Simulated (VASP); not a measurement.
# Na16H (a cell with a defect) in VASP: single point with PBE

Aim: the single point of Na16H (a cell with a defect) with PBE.

Everything below comes from runs of VASP 6.6.1. Logs are shortened: lines on timing, memory, paths and dates and some standing lists are left out, and cuts for length are marked.

## Step 1: The cell of the first run

The cell holds a defect, 17 atoms: a = 8.460 Å, b = 8.460 Å, c = 8.460 Å, α = 90.00°, β = 90.00°, γ = 90.00°.

## Step 2: Single point, PBE

File INCAR:

```
PREC = Accurate
ENCUT = 520
EDIFF = 1E-6
ISMEAR = -1
SIGMA = 0.05
LREAL = Auto
LASPH = T
NELM = 80
ALGO = Normal
ISIF = 2
LWAVE = F
LCHARG = T
GGA = PE
LELF = T
LVHAR = T
NBANDS = 70
```

File KPOINTS:

```
regular mesh
0
Gamma
  2 2 2
```

File POSCAR:

```
Na16H
1.0
    8.4600000000      0.0000000000      0.0000000000
    0.0000000000      8.4600000000      0.0000000000
    0.0000000000      0.0000000000      8.4600000000
Na H
16 1
Direct
   -0.0000074837     -0.0016319609     -0.0069546716
    0.4999878188     -0.0027025049      0.0047903453
   -0.0000072690      0.5011054936     -0.0083291238
    0.0000043446      0.0067467713      0.4949514055
    0.2398071719      0.2502406751      0.2567180844
    0.4999880551      0.5008510272      0.0042486120
    0.4999821095      0.0011730105      0.5015590954
    0.7601432192      0.2502409833      0.2566896713
    0.0000044344      0.4891351622      0.4928492474
    0.2479775719      0.7483197985      0.2480957746
    0.2510041893      0.2492934786      0.7574085467
    0.4999826197      0.4969284051      0.5020888032
    0.7520029914      0.7483196313      0.2481016137
    0.7489921198      0.2492932052      0.7573917464
    0.2522747002      0.7488916573      0.7459053329
    0.7477065820      0.7488916370      0.7458990762
    0.0000218250      0.2515718297      0.3760742404
```

Potentials or basis: VASP PAW PBE potentials, release 64 (Na_pv, H).

Launch:

```
> cat potpaw_PBE.64/Na_pv/POTCAR potpaw_PBE.64/H/POTCAR > POTCAR
> mpirun -np 1 vasp_std > vasp.out
```

OUTCAR:

```text
PREC = Accurate
   ENCUT = 520
   EDIFF = 1E-6
   ISMEAR = -1
   LREAL = Auto
   LASPH = T
   NELM = 80
   ISIF = 2
   GGA = PE

 ion  position               nearest neighbor table
   1  1.000  0.998  0.993-
   2  0.500  0.997  0.005-
   3  1.000  0.501  0.992-
   4  0.000  0.007  0.495-
   5  0.240  0.250  0.257-
   6  0.500  0.501  0.004-
[... 9 lines left out ...]
  16  0.748  0.749  0.746-
  17  0.000  0.252  0.376-

  LATTYP: Found a simple cubic cell.
 ALAT       =     8.4600000000

  Lattice vectors:

 A1 = (   8.4600000000,   0.0000000000,   0.0000000000)
 A2 = (   0.0000000000,   8.4600000000,   0.0000000000)
 A3 = (   0.0000000000,   0.0000000000,   8.4600000000)

Analysis of symmetry for initial positions (statically):
=====================================================================
 Subroutine PRICEL returns:
 Original cell was already a primitive cell.

 Routine SETGRP: Setting up the symmetry group for a
 simple cubic supercell.

 Subroutine GETGRP returns: Found  1 space group operations
 (whereof  1 operations were pure point group operations)
 out of a pool of 48 trial point group operations.

The static configuration has the point symmetry C_1 .

Analysis of symmetry for dynamics (positions and initial velocities):
=====================================================================
 Subroutine PRICEL returns:
 Original cell was already a primitive cell.

 Routine SETGRP: Setting up the symmetry group for a
 simple cubic supercell.

 Subroutine GETGRP returns: Found  1 space group operations
 (whereof  1 operations were pure point group operations)
 out of a pool of 48 trial point group operations.

The dynamic configuration has the point symmetry C_1 .

 Subroutine INISYM returns: Found  1 space group operations
 (whereof  1 operations are pure point group operations),
 and found     1 'primitive' translations

----------------------------------------------------------------------------------------

                                     Primitive cell

  volume of cell :     605.4957

  direct lattice vectors                    reciprocal lattice vectors
     8.460000000  0.000000000  0.000000000     0.118203310  0.000000000  0.000000000
     0.000000000  8.460000000  0.000000000     0.000000000  0.118203310  0.000000000
[... 100 lines left out ...]
   EDIFFG = 0.1E-04   stopping-criterion for IOM
   NSW    =      0    number of steps for IOM
   IBRION =     -1    ionic relax: 0-MD 1-quasi-New 2-CG
   NFREE  =      0    steps in history (QN), initial steepest desc. (CG)
   ISIF   =      2    stress and relaxation
   ISYM   =      2    0-nonsym 1-usesym 2-fastsym
   POTIM  = 0.5000    time-step for ionic-motion
   TEBEG  =    0.0;   TEEND  =   0.0 temperature during run
   PSTRESS=    0.0 pullay stress
   NELECT =     113.0000    total number of electrons
   NUPDOWN=      -1.0000    fix difference up-down
   EMIN   =  10.00;   EMAX   =-10.00  energy-range for DOS
   EFERMI =   0.00;   METHOD = LEGACY
   ISMEAR =    -1;   SIGMA  =   0.05  broadening in eV -4-tet -1-fermi 0-gaus
   EFERMI_NEDOS =   21; number of points for ismear=-14 and -15
   IALGO  =     38    algorithm
   IMIX   =      4    mixing-type and parameters
     AMIX     =   0.40;   BMIX     =  1.00
     AMIX_MAG =   1.60;   BMIX_MAG =  1.00
  volume/ion in A,a.u.               =      35.62       240.36
  Fermi-wavevector in a.u.,A,eV,Ry     =   0.935543  1.767921 11.908383  0.875241
  Thomas-Fermi vector in A             =   2.062462
   LORBIT       =      0    0 simple, 1 ext, 2 COOP (PROOUT), +10 PAW based schemes
   GGA     = PE    functional components
   LHFCALC =     F    Hartree Fock is set to
   AEXX    =    0.0000 exact exchange contribution
   IVDW    =     0    specifies the selected vdW correction
   LEPSILON=     F    determine dielectric tensor
   LRPA    =     F    only Hartree local field effects (RPA)
 non-spin polarized calculation
  energy-cutoff  :      520.00
  volume of cell :      605.50
 maximum number of plane-waves:     16384
 NGX is ok and might be reduce to    64
   NGX = 31   NGY = 31   NGZ = 31

 number of electron     112.9999996 magnetization

 Free energy of the ion-electron system (eV)
  ---------------------------------------------------
  ext. energy  EPLUGINS =         0.00000000
  ---------------------------------------------------
  free energy    TOTEN  =       -23.98989600 eV

  energy without entropy =      -23.81950836  energy(sigma->0) =      -23.90470218

 E-fermi :   0.1786     XC(G=0):  -6.4704

 val. band max:        0.0045186305   @ k =   0.0000   0.0000   0.0000
 cond. band min:       0.1961286599   @ k =   0.5000   0.0000   0.5000
 fundamental gap:      0.1916100294
 Fermi energy:         0.1785527660

 k-point     1 :       0.0000    0.0000    0.0000
  band No.  band energies     occupation
      1     -24.6955      2.00000
      2     -24.6935      2.00000
      3     -24.6922      2.00000
      4     -24.6902      2.00000
      5     -24.6878      2.00000
      6     -24.6862      2.00000
[... 557 lines left out ...]
     67       2.5008      0.00000
     68       2.5088      0.00000
 [bands above 68 left out]

------------------------ aborting loop because EDIFF is reached ----------------------------------------

  FORCE on cell =-STRESS in cart. coord.  units (eV):
  Direction    XX          YY          ZZ          XY          YZ          ZX
  --------------------------------------------------------------------------------------
  -------------------------------------------------------------------------------------
  Total       -0.4588207     -0.4656580     -0.5436695     -0.0000136      0.0479668     -0.0006639
  in kB       -1.2140666     -1.2321583     -1.4385816     -0.0000359      0.1269229     -0.0017566
  external PRESSURE =      -1.2949355 kB  Pullay stress =       0.0000000 kB

 VOLUME and BASIS-vectors are now :
 -----------------------------------------------------------------------------
  energy-cutoff  :      520.00
  volume of cell :      605.50
      direct lattice vectors                 reciprocal lattice vectors
     8.460000000  0.000000000  0.000000000     0.118203310  0.000000000  0.000000000
     0.000000000  8.460000000  0.000000000     0.000000000  0.118203310  0.000000000
     0.000000000  0.000000000  8.460000000     0.000000000  0.000000000  0.118203310

 POSITION                                       TOTAL-FORCE (eV/Angst)
 -----------------------------------------------------------------------------------
      8.45994      8.44619      8.40116        -0.000005     -0.010142     -0.007525
      4.22990      8.43714      0.04053         0.000014     -0.002730      0.003619
      8.45994      4.23935      8.38954        -0.000015      0.003382     -0.004927
      0.00004      0.05708      4.18729        -0.000066      0.012621      0.006657
      2.02877      2.11704      2.17183         0.019806     -0.005432     -0.027348
      4.22990      4.23720      0.03594        -0.000010      0.004026      0.004223
[... 9 lines left out ...]
      6.32560      6.33562      6.31031        -0.003954      0.000196     -0.003892
      0.00018      2.12830      3.18159        -0.000652     -0.050053      0.001746
 -----------------------------------------------------------------------------------
    total drift:                                0.000026     -0.001907      0.000490

  FREE ENERGIE OF THE ION-ELECTRON SYSTEM (eV)
  ---------------------------------------------------
  free  energy   TOTEN  =       -23.9898959972 eV

  energy  without entropy=      -23.8195083626  energy(sigma->0) =      -23.90470218
```

stdout:

```text
POSCAR found type information on POSCAR NaH
 POSCAR found :  2 types and      17 ions
 scaLAPACK will be used
 LDA part: xc-table for (Slater+PW92), standard interpolation
 POSCAR, INCAR and KPOINTS ok, starting setup
 FFT: planning ... GRIDC
 FFT: planning ... GRID_SOFT
 FFT: planning ... GRID
 WAVECAR not read
 entering main loop
```

Wall time 8.1 min (1 thread of Intel Xeon 8259CL, shared host); peak memory 0.65 GiB.

Results:

```
Free energy            : -23.9899 eV
Pressure               : -0.1 GPa
Largest force          : 0.065 eV/Å
Band gap on the k mesh : zero (an odd number of electrons rules out a gap without spin polarisation)
```

Forces in eV/Å, atoms in the order of the input:
```
Na   0.000 -0.010 -0.008
Na   0.000 -0.003  0.004
Na   0.000  0.003 -0.005
Na   0.000  0.013  0.007
Na   0.020 -0.005 -0.027
Na   0.000  0.004  0.004
Na   0.000  0.011 -0.005
Na  -0.019 -0.005 -0.027
Na   0.000  0.046  0.046
Na  -0.011  0.003  0.005
Na   0.006 -0.001  0.006
Na   0.000 -0.010 -0.005
Na   0.011  0.003  0.005
Na  -0.006 -0.001  0.006
Na   0.004  0.000 -0.004
Na  -0.004  0.000 -0.004
H   -0.001 -0.050  0.002
```

Caveat: the k points lie up to 0.37 Å⁻¹ apart, too coarse for converged energies and pressures of a metal.

The gap in the log of VASP goes by the Fermi energy; the results here count the filled bands.